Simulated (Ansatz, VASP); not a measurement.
Ni in VASP and in Ansatz

INCAR

```
SYSTEM = Ni
PREC = Accurate
ENCUT = 520
EDIFF = 1E-6
ISMEAR = -1
SIGMA = 0.05
LREAL = .False.
LASPH = .True.
NELM = 150
ALGO = Normal
ISIF = 2
LWAVE = .False.
LCHARG = .False.
ISPIN = 2
MAGMOM = 1
LORBIT = 11
LMAXMIX = 4
GGA = PE
NBANDS = 15
```

The input KPOINTS:

```
Automatic mesh
0
Gamma
  18 18 18
  0 0 0
```

POSCAR

```
Ni
1.0
    0.0000000000      1.7590478890      1.7590478890
    1.7590478890      0.0000000000      1.7590478890
    1.7590478890      1.7590478890      0.0000000000
Ni
1
Direct
    0.0000000000      0.0000000000      0.0000000000
```

Input for Ansatz:

```yaml
crystal:
  lattice:
    - [0.0, 1.759047889, 1.759047889]
    - [1.759047889, 0.0, 1.759047889]
    - [1.759047889, 1.759047889, 0.0]
  atoms:
    - { symbol: Ni, position: [0.0, 0.0, 0.0], spin: 1.0 }
magnetization:
  spin_polarized: true
kpoints:
  mp_grid: { grid: [18, 18, 18] }
  band_path:
    path:
      - [0.0, 0.0, 0.0]
      - [0.5, 0.0, 0.5]
      - [0.625, 0.25, 0.625]
      - [0.375, 0.375, 0.75]
      - [0.0, 0.0, 0.0]
      - [0.5, 0.5, 0.5]
      - [0.5, 0.25, 0.75]
      - [0.5, 0.0, 0.5]
    npoints: 8
scf:
  occupations: { method: fermi_dirac, width: 0.05 }
hamiltonian:
  xc: pbe
  pseudopotentials: { kind: paw }
output:
  forces: true
  stress: true
  eigenvalues: true
  populations: true
  write_density: true
  write_potential: true
  elf: true
  volumetric_format: npy
accuracy: high
```

Alike in both runs: task single point; functional PBE; k mesh 18 × 18 × 18; occupations fermi-dirac, width 0.05 eV; collinear spin.

|  | VASP | Ansatz |
| --- | --- | --- |
| version | VASP 6.6.1 | Ansatz 0.2.0 |
| potentials or method | VASP PAW PBE potentials, release 64 (Ni) | PAW with Ansatz's default frozen-core files, scalar-relativistic |
| plane-wave cutoff (eV) | 520 | 420 |
| valence electrons in the cell | 10 | 18 |

VASP gave:

* gap on the k mesh at the Fermi level (eV): none
* pressure (GPa): 0.0
* net moment per atom (μB): 0.62
* size of the moment on the site where the two differ most (μB): 0.63

Task: Estimate Ansatz's values.

Result: gap on the k mesh at the Fermi level (eV): none; pressure (GPa): 0.0; net moment per atom (μB): 0.62; size of the moment on the site where the two differ most (μB): 0.66.

Site moments also hang on the region over which each program counts them. A gap of «none» marks a metal or a gap that the smearing closes. VASP's potentials hold 10 valence electrons a cell and Ansatz's 18, so a difference there can come from the potentials and not from the codes.
